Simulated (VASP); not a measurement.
# Sr19Ca5 in VASP: a series of runs, part 2 of 2

VASP 6.6.1. Earlier steps stand in the parts before.

## Step 3: Single point, PBE

Contents of INCAR:

```
SYSTEM = Sr19Ca5
PREC     = Accurate       ! precision mode
ENCUT    = 400            ! plane-wave cutoff, eV
EDIFF    = 1E-6           ! SCF threshold, eV
ISMEAR   = -1             ! smearing method
SIGMA    = 0.0534         ! smearing width, eV
LREAL    = Auto         
LASPH    = .TRUE.         ! aspherical terms in the spheres
NELM     = 120            ! most SCF steps
ALGO     = Normal         ! electronic algorithm
ISIF     = 2              ! what is computed and relaxed
LWAVE    = .FALSE.        ! write WAVECAR
LCHARG   = .TRUE.         ! write CHGCAR
GGA      = PE             ! functional
LELF     = .TRUE.         ! ELF
LVHAR    = .TRUE.       
ISYM     = -1           
NBANDS   = 138            ! bands
GGA_COMPAT= .FALSE.
```

Contents of KPOINTS:

```
explicit points
1
Reciprocal
  0.25000000   0.25000000   0.25000000 1
```

Contents of POSCAR:

```
Sr19Ca5
1.0
   10.4978800000     -0.1668760000      0.0738540000
   -0.1668760000     10.3895350000      0.2213770000
    0.0738540000      0.2213770000     11.1990180000
Sr Ca
19 5
Direct
    0.2822055160      0.7067480438      0.7683354230
    0.8362145830      0.3652566056      0.7231729422
    0.1494438282      0.0061273367      0.7188253938
    0.5828447621      0.2486041126      0.5048296512
    0.2697409244      0.6044020492      0.3512516759
    0.8059636894      0.9618902808      0.5279105697
    0.4366307659      0.2144590854      0.1948532240
    0.4839516505      0.4098364045      0.8177012378
    0.1557391086      0.1227987725      0.3573495658
    0.2729871075      0.8875076633      0.0942377293
    0.5309983562      0.0363327661      0.8204977801
    0.9160366663      0.8390644327      0.2049139899
    0.2538846312      0.5064231493      0.0768337159
    0.0020771675      0.6920415419      0.5837770341
    0.4915431072      0.9131891134      0.4426272472
    0.7283405829      0.3124121717      0.0637616856
    0.0444852345      0.2236345310      0.0541417155
    0.9730591144      0.6239185085      0.9491728189
    0.5920591968      0.7469865926      0.0977297661
    0.8957386255      0.4565825047      0.3233279252
    0.6325091181      0.6270481659      0.4090972646
    0.8457550941      1.0075579768      0.8643777911
    0.6483765327      0.7009391275      0.7338652370
    0.1655594418      0.3689862970      0.6841173658
```

Potentials or basis: VASP PAW PBE potentials, release 64 (Sr_sv, Ca_sv).

Launch:

```console
> cat potpaw_PBE.64/Sr_sv/POTCAR potpaw_PBE.64/Ca_sv/POTCAR > POTCAR
> mpirun -np 1 vasp_std > vasp.out
```

Run time: 5.6 min. Hardware: 1 thread of Intel Xeon Platinum 8488C (Sapphire Rapids), shared host; peak memory 0.72 GiB.

Results (log left out):

```yaml
Free_energy: -33.8004 eV
Pressure: 1.4 GPa
Largest_force: 1.226 eV/Å
```

Forces in eV/Å, atoms in the order of the input:
```
Sr   0.807 -0.262 -0.075
Sr  -0.059 -0.290 -0.176
Sr   0.174  0.702 -0.069
Sr  -0.341  0.758 -0.023
Sr  -0.052 -0.008  1.148
Sr   0.558  0.673  0.007
Sr   0.113  0.039 -0.325
Sr  -0.105 -0.410  0.165
Sr  -0.461 -0.034  0.942
Sr  -0.414  0.225 -0.264
Sr  -0.707  0.138 -0.096
Sr   0.172  0.253  0.501
Sr   0.478 -0.245 -0.582
Sr  -0.381 -0.231 -0.404
Sr  -1.219  0.092 -0.088
Sr  -0.275  0.270 -0.029
Sr   0.657 -0.294 -0.491
Sr  -0.652  0.165 -0.279
Sr   0.028 -0.368 -0.414
Ca   0.597 -0.324 -0.023
Ca   0.190 -0.624  0.363
Ca   0.213 -0.465  0.279
Ca   0.342  0.274  0.098
Ca   0.336 -0.032 -0.165
```

Stress tensor (GPa, compression positive):
```
 2.62 -0.38  0.06
-0.38  1.11 -0.06
 0.06 -0.06  0.44
```

Levels at points of the mesh, in eV from the Fermi level:
```tsv
k point	band 116	band 117	band 118	band 119	band 120	band 121	band 122	band 123	band 124	band 125
(0.25, 0.25, 0.25)	-0.26	-0.18	-0.12	-0.06	-0.01	0.02	0.05	0.12	0.17	0.20
```

Caveat: the atoms stand as in a frame of molecular dynamics.

## Step 4: Single point, PBE

Contents of INCAR:

```
SYSTEM = Sr19Ca5
  PREC = Accurate
  ENCUT = 400
  EDIFF = 1E-6
  ISMEAR = -1
  SIGMA = 0.0534
  LREAL = Auto
  LASPH = .True.
  NELM = 120
  ALGO = Normal
  ISIF = 2
  LWAVE = .False.
  LCHARG = .False.
  GGA = PE
  ISYM = -1
  NBANDS = 138
  GGA_COMPAT = .False.
```

KPOINTS is that of step 3.

Contents of POSCAR:

```
Sr19Ca5
1.0
   10.4978800000     -0.1668760000      0.0738540000
   -0.1668760000     10.3895350000      0.2213770000
    0.0738540000      0.2213770000     11.1990180000
Sr Ca
19 5
Direct
    0.3014499071      0.7089447086      0.7720490016
    0.8271538661      0.3725449052      0.7271884468
    0.1506709275      0.0121431883      0.7134629239
    0.5805405870      0.2601304154      0.5031427635
    0.2666075083      0.6052967844      0.3641356932
    0.8124770244      0.9753383372      0.5169829039
    0.4312567828      0.2134680390      0.1971286275
    0.4842422095      0.4039605433      0.8266947337
    0.1616124192      0.1155309318      0.3572664483
    0.2686640362      0.8794740884      0.1035733446
    0.5404105132      0.0296375802      0.8290828217
    0.9228876632      0.8419894823      0.2112396773
    0.2591624232      0.5058222342      0.0839707026
   -0.0044083680      0.7007778013      0.5766988220
    0.4784780987      0.9099756934      0.4385333419
    0.7265268316      0.3146008789      0.0728307329
    0.0499664114      0.2095741021      0.0635916376
    0.9662217322      0.6158405548      0.9535734049
    0.5772285526      0.7437776738      0.0987971528
    0.9090743595      0.4497286219      0.3172661790
    0.6500247599      0.6440083816      0.4212854581
    0.8437266660      1.0227342800      0.8670554476
    0.6329963400      0.7035951070      0.7278484519
    0.1807775283      0.3851103226      0.6830215193
```

Launch:

```console
> cat potpaw_PBE.64/Sr_sv/POTCAR potpaw_PBE.64/Ca_sv/POTCAR > POTCAR
> mpirun -np 1 vasp_std > vasp.out
```

Wall time 5.1 min (1 thread of Intel Xeon Platinum 8488C (Sapphire Rapids), shared host); peak memory 0.73 GiB.

The run converged. Its results:

```yaml
Free_energy: -33.9960 eV
Pressure: 1.4 GPa
Largest_force: 1.252 eV/Å
```

Forces in eV/Å, atoms in the order of the input:
```
Sr  -0.053 -0.028 -0.080
Sr   0.345 -0.297 -0.297
Sr   0.285  0.549  0.060
Sr  -0.405  0.564  0.012
Sr   0.155 -0.121  0.942
Sr   0.113  0.768  0.131
Sr   0.247 -0.065 -0.416
Sr  -0.020 -0.451  0.253
Sr  -0.546  0.001  1.126
Sr  -0.419  0.329 -0.397
Sr  -1.110  0.335 -0.232
Sr  -0.117  0.069  0.249
Sr   0.225 -0.230 -0.564
Sr  -0.091 -0.323 -0.024
Sr  -0.851  0.408  0.129
Sr  -0.157  0.146 -0.045
Sr   0.483  0.017 -0.623
Sr  -0.391  0.288 -0.305
Sr   0.553 -0.414 -0.261
Ca   0.440 -0.158  0.186
Ca   0.198 -0.858 -0.035
Ca   0.477 -0.589  0.190
Ca   0.790  0.244  0.207
Ca  -0.152 -0.186 -0.208
```

Stress tensor (GPa, compression positive):
```
 2.61 -0.42  0.08
-0.42  1.11  0.02
 0.08  0.02  0.51
```

Levels at points of the mesh, in eV from the Fermi level:
```csv
k point,band 117,band 118,band 119,band 120,band 121,band 122,band 123,band 124
"(0.25, 0.25, 0.25)",-0.18,-0.12,-0.05,-0.01,0.02,0.05,0.12,0.16
```

Caveat: the atoms stand as in a frame of molecular dynamics.

## Step 5: Single point, PBE

Contents of INCAR:

```
PREC = Accurate
ENCUT = 400
EDIFF = 1E-6
ISMEAR = -1
SIGMA = 0.05
LREAL = Auto
LASPH = T
NELM = 120
ALGO = Normal
ISIF = 2
LWAVE = F
LCHARG = F
GGA = PE
ISYM = -1
NBANDS = 138
GGA_COMPAT = F
```

KPOINTS is that of step 4.

Contents of POSCAR:

```
Sr19Ca5
1.0
   10.4978800000     -0.1668760000      0.0738540000
   -0.1668760000     10.3895350000      0.2213770000
    0.0738540000      0.2213770000     11.1990180000
Sr Ca
19 5
Direct
    0.2941453813      0.7037359327      0.7700831660
    0.8300858148      0.3724153246      0.7209075523
    0.1504264700      0.0099593338      0.7140973107
    0.5775792413      0.2659077603      0.5083280159
    0.2597195285      0.6029018353      0.3674195429
    0.8155744196      0.9840078613      0.5137420851
    0.4353758807      0.2074348877      0.1983935053
    0.4869271517      0.4049903014      0.8352337628
    0.1626685355      0.1131078187      0.3611343252
    0.2669273742      0.8753735240      0.0916848050
    0.5381716486      0.0310140665      0.8224214900
    0.9235383584      0.8443148845      0.2148296486
    0.2624197114      0.4967357161      0.0888865785
    0.9878183704      0.6997678239      0.5748197887
    0.4774981354      0.9129352743      0.4410168803
    0.7249699442      0.3221911430      0.0786212113
    0.0564767872      0.2066558203      0.0559125021
    0.9718905402      0.6241231577      0.9563315715
    0.5809540770      0.7423318390      0.0966255275
    0.9114420214      0.4550905918      0.3190447387
    0.6531839880      0.6476138478      0.4230249419
    0.8470125696      0.0141940566      0.8733898361
    0.6446216870      0.7020718125      0.7310209304
    0.1813087067      0.3904568576      0.6789860021
```

Launch:

```console
> cat potpaw_PBE.64/Sr_sv/POTCAR potpaw_PBE.64/Ca_sv/POTCAR > POTCAR
> mpirun -np 1 vasp_std > vasp.out
```

It took 4.7 min on 1 thread of Intel Xeon Platinum 8488C (Sapphire Rapids), shared host; peak memory 0.72 GiB.

It converged, with:

```yaml
Free_energy: -34.4827 eV
Pressure: 1.3 GPa
Largest_force: 1.009 eV/Å
```

Forces on the atoms (eV/Å):
```
Sr   0.299  0.044 -0.128
Sr   0.341 -0.331 -0.053
Sr   0.263  0.589  0.035
Sr  -0.485  0.564 -0.106
Sr   0.273  0.042  0.835
Sr   0.029  0.722  0.217
Sr   0.183 -0.178 -0.364
Sr  -0.095 -0.390  0.126
Sr  -0.498  0.071  0.875
Sr  -0.390  0.327 -0.227
Sr  -0.900  0.247 -0.172
Sr  -0.096  0.058  0.216
Sr   0.218 -0.078 -0.555
Sr   0.014 -0.204  0.039
Sr  -0.784  0.271  0.133
Sr   0.101  0.140 -0.151
Sr   0.365  0.076 -0.471
Sr  -0.431  0.095 -0.333
Sr   0.455 -0.356 -0.194
Ca   0.420 -0.267  0.164
Ca   0.084 -0.815 -0.071
Ca   0.241 -0.531  0.154
Ca   0.453  0.297  0.221
Ca  -0.058 -0.393 -0.187
```

Stress tensor (GPa, compression positive):
```
 2.42 -0.35  0.04
-0.35  1.01  0.05
 0.04  0.05  0.48
```

Levels at points of the mesh, in eV from the Fermi level:
```csv
k point,band 118,band 119,band 120,band 121,band 122,band 123
"(0.25, 0.25, 0.25)",-0.12,-0.06,-0.01,0.02,0.05,0.11
```

Caveat: the atoms stand as in a frame of molecular dynamics.

## Step 6: Overview

| cell | smearing | pressure (GPa) | largest force (eV/Å) |
| --- | --- | --- | --- |
| as given, atomic positions A | fermi-dirac 0.0534 eV | 1.4 | 1.38 |
| as given, atomic positions B | fermi-dirac 0.0534 eV | 1.4 | 1.23 |
| as given, atomic positions C | fermi-dirac 0.0534 eV | 1.4 | 1.25 |
| as given, atomic positions D | fermi-dirac 0.05 eV | 1.3 | 1.01 |

Alike in all rows: task single point; level PBE; potentials or basis VASP PAW PBE potentials, release 64 (Sr_sv, Ca_sv); no spin polarisation; k mesh 1 × 1 × 1, shifted; cutoff (eV) 400.

Caveats: the atoms stand as in a frame of molecular dynamics.

Absolute energies hang on the potentials; compare differences alone.
